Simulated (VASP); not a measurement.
A run of VASP 6.6.1:

The input INCAR:

```
PREC     = Accurate       # precision mode
ENCUT    = 600            # plane-wave cutoff, eV
EDIFF    = 1E-8           # SCF threshold, eV
ISMEAR   = 0              # smearing method
SIGMA    = 0.01           # smearing width, eV
LREAL    = F              # projectors in reciprocal space
LASPH    = T              # aspherical terms in the spheres
NELM     = 60             # most SCF steps
ALGO     = Normal         # electronic algorithm
ISIF     = 3              # what is computed and relaxed
LWAVE    = F              # write WAVECAR
LCHARG   = T              # write CHGCAR
GGA      = PE             # functional
IBRION   = 6              # ionic algorithm
NFREE    = 2            
POTIM    = 0.015          # step
NSW      = 1              # ionic steps
```

File KPOINTS:

```
Automatic mesh
0
Gamma
  12 12 12
```

Contents of POSCAR:

```
SiC
1.0
    0.0000000000      2.1898655825      2.1898655825
    2.1898655825      0.0000000000      2.1898655825
    2.1898655825      2.1898655825      0.0000000000
Si C
1 1
Direct
    0.7500000000      0.7500000000      0.7500000000
    0.0000000000      0.0000000000      0.0000000000
```

Potentials or basis: VASP PAW PBE potentials, release 64 (Si, C).

Launch:

```console
$ cat potpaw_PBE.64/Si/POTCAR potpaw_PBE.64/C/POTCAR > POTCAR
$ mpirun -np 1 vasp_std > vasp.out
```

Hardware: 1 thread of Intel(R) Xeon(R) Platinum 8559C (Emerald Rapids), on a shared host.

Task: How long does it take, and how much memory?

Result: Wall time 6.6 min on 1 thread of Intel(R) Xeon(R) Platinum 8559C (Emerald Rapids), with other jobs on the host, peak memory 0.34 GiB. Counts: scf iterations 155, k points 72.
